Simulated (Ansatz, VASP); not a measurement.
## One calculation of Ge3Pd, two programs

```
Pd Ge
1.0
     4.14202    0.00000    0.00000
     0.00000    4.14202    0.00000
     0.00000    0.00000    4.14202
Pd Ge
1 3
Direct
  0.00000 0.00000 0.00000
  0.50000 0.50000 0.00000
  0.50000 0.00000 0.50000
  0.00000 0.50000 0.50000
```

Alike in both runs: functional PBEsol; k mesh 7 × 7 × 7; occupations fermi-dirac, width 0.05 eV; no spin polarisation; Hubbard terms Pd d U = 6.0 eV.

|  | VASP | Ansatz |
| --- | --- | --- |
| version | VASP 6.6.1 | Ansatz 0.2.0 |
| potentials or method | VASP PAW PBE potentials, release 64 (Pd_sv_GW, Ge_d) | Ansatz PAW |
| plane-wave cutoff (eV) | 540 | 420 |
| valence electrons in the cell | 60 | 60 |
| task | single point | band structure |

```tsv
	VASP	Ansatz	Ansatz less VASP
gap on the k mesh at the Fermi level (eV)	none	none	-
pressure (GPa)	-5.1	-3.4	+1.73
```

VASP's potentials were made for PBE, not for PBEsol. The programs project onto different local orbitals, so the same U acts differently, and such runs can settle in different states. A gap of «none» marks a metal or a gap that the smearing closes.
